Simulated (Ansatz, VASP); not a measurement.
Li in VASP and in Ansatz

```
CELL_PARAMETERS angstrom
3.43194 0.00000 0.00000
1.71597 2.42675 0.00000
0.00000 0.00000 30.56049
ATOMIC_POSITIONS crystal
Li 0.00000 0.00000 0.26178
Li 0.50000 0.00000 0.34118
Li 0.00000 0.00000 0.42059
Li 0.50000 0.00000 0.50000
Li 0.00000 0.00000 0.57941
Li 0.50000 0.00000 0.65882
Li 0.00000 0.00000 0.73822
```

Alike in both runs: task single point; functional PBEsol; k mesh 13 × 13 × 1; no spin polarisation.

```csv
,VASP,Ansatz
version,VASP 6.6.1,Ansatz 0.2.0
potentials or method,"VASP PAW PBE potentials, release 64 (Li_sv)","plane-wave PAW, scalar-relativistic"
plane-wave cutoff (eV),520,420
occupations,"methfessel-paxton of order 1, width 0.1 eV","cold, width 0.1 eV"
valence electrons in the cell,21,21
```

|  | VASP | Ansatz | Ansatz less VASP |
| --- | --- | --- | --- |
| rms of the force components (eV/Å) | 0.031 | 0.032 | +0.0009 |

VASP's potentials were made for PBE, not for PBEsol, and Ansatz warns of the same on its side. Atom by atom the forces differ by 0.001 eV/Å (rms over components).

Noted on VASP's run: the cutoff is under 1.25 times that of the potentials, so the pressure is a little rough.
